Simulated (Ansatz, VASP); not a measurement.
# One calculation of Ge, two programs

Contents of INCAR:

```
PREC = Accurate
ENCUT = 600
EDIFF = 1E-7
ISMEAR = -1
SIGMA = 0.05
LREAL = False
LASPH = True
NELM = 80
ALGO = Normal
ISIF = 3
LWAVE = False
LCHARG = False
GGA = RE
IVDW = 12
IBRION = 2
NSW = 80
EDIFFG = -0.005
```

File KPOINTS:

```
regular mesh
0
Gamma
  8 8 8
```

The input POSCAR:

```
Ge
1.0
    0.0000000000      2.8289100000      2.8289100000
    2.8289100000      0.0000000000      2.8289100000
    2.8289100000      2.8289100000      0.0000000000
Ge
2
Direct
    0.7500000000      0.7500000000      0.7500000000
    0.5000000000      0.5000000000      0.5000000000
```

Contents of input.yaml:

```yaml
crystal:
  lattice:
    - [0.0, 2.82891, 2.82891]
    - [2.82891, 0.0, 2.82891]
    - [2.82891, 2.82891, 0.0]
  atoms:
    - { symbol: Ge, position: [0.75, 0.75, 0.75] }
    - { symbol: Ge, position: [0.5, 0.5, 0.5] }
kpoints:
  mp_grid: { grid: [8, 8, 8] }
scf:
  occupations: { method: fermi_dirac, width: 0.05 }
hamiltonian:
  xc: revpbe
  dispersion: d3bj
  pseudopotentials: { kind: all_electron, lapw: { basis_error: 0.001 } }
output:
  forces: true
  stress: true
relax:
  f_tol: 0.005
  max_steps: 60
  cell: {}
```

Alike in both runs: task relaxation of cell and atoms; functional revPBE; dispersion D3(BJ); k mesh 8 × 8 × 8; occupations fermi-dirac, width 0.05 eV; no spin polarisation.

```csv
,VASP,Ansatz
version,VASP 6.6.1,Ansatz 0.2.0
potentials or method,"VASP PAW PBE potentials, release 64 (Ge_d), cutoff 600 eV","all-electron LAPW, scalar-relativistic"
```

|  | VASP | Ansatz | Ansatz less VASP |
| --- | --- | --- | --- |
| relaxed volume (Å³/atom) | 22.87 | 22.89 | +0.018 |
| relaxed cell length with the largest relative difference (Å) | 4.015 | 4.016 | +0.0010 |

VASP's potentials were made for PBE, not for revPBE. Ansatz ran all-electron here, and VASP with PAW potentials.
